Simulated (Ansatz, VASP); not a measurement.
Two plane-wave programs on Mg

INCAR

```
SYSTEM = Mg
PREC     = Accurate       ! precision mode
ENCUT    = 520            ! plane-wave cutoff, eV
EDIFF    = 1E-6           ! SCF threshold, eV
ISMEAR   = -1             ! smearing method
SIGMA    = 0.1            ! smearing width, eV
LREAL    = .False.        ! projectors in reciprocal space
LASPH    = .True.         ! aspherical terms in the spheres
NELM     = 60             ! most SCF steps
ALGO     = Normal         ! electronic algorithm
ISIF     = 2              ! what is computed and relaxed
LWAVE    = .False.        ! write WAVECAR
LCHARG   = .False.        ! write CHGCAR
GGA      = RP             ! functional
NBANDS   = 7              ! bands
```

The input KPOINTS:

```
Automatic mesh
0
Gamma
  14 14 14
  0 0 0
```

POSCAR

```
Mg
1.0
   -1.8092120282      1.8092120282      1.8092120282
    1.8092120282     -1.8092120282      1.8092120282
    1.8092120282      1.8092120282     -1.8092120282
Mg
1
Direct
    0.0000000000      0.0000000000      0.0000000000
```

Input for Ansatz:

```yaml
crystal:
  lattice:
    - [-1.8092120282, 1.8092120282, 1.8092120282]
    - [1.8092120282, -1.8092120282, 1.8092120282]
    - [1.8092120282, 1.8092120282, -1.8092120282]
  atoms:
    - { symbol: Mg, position: [0.0, 0.0, 0.0] }
hamiltonian:
  xc: rpbe
  pseudopotentials:
    kind: paw
    azcp:
      Mg: "pseudopotentials/Mg.paw.azcp"
basis:
  ecutwfc: 420
  fft_grid_basis: typed
kpoints:
  mp_grid: { grid: [14, 14, 14], shift: [0, 0, 0] }
magnetization:
  spin_polarized: false
scf:
  occupations: { method: fermi_dirac, width: 0.1 }
  lower_state_search: "off"
output:
  stress: true
```

Alike in both runs: task single point; functional RPBE; k mesh 14 × 14 × 14; occupations fermi-dirac, width 0.1 eV; no spin polarisation.

|  | VASP | Ansatz |
| --- | --- | --- |
| version | VASP 6.6.1 | Ansatz 0.2.0 |
| potentials or method | VASP PAW PBE potentials, release 64 (Mg), cutoff 520 eV | plane waves (420 eV) with PAW, scalar-relativistic |
| valence electrons in the cell | 2 | 10 |

Ansatz gave:

| Quantity | Value |
| --- | --- |
| pressure (GPa) | 0.0 |

Task: Estimate VASP's values.

Result: Pressure (GPa): -0.2.

VASP's potentials were made for PBE, not for RPBE. VASP's potentials hold 2 valence electrons a cell and Ansatz's 10, so a difference there can come from the potentials and not from the codes.
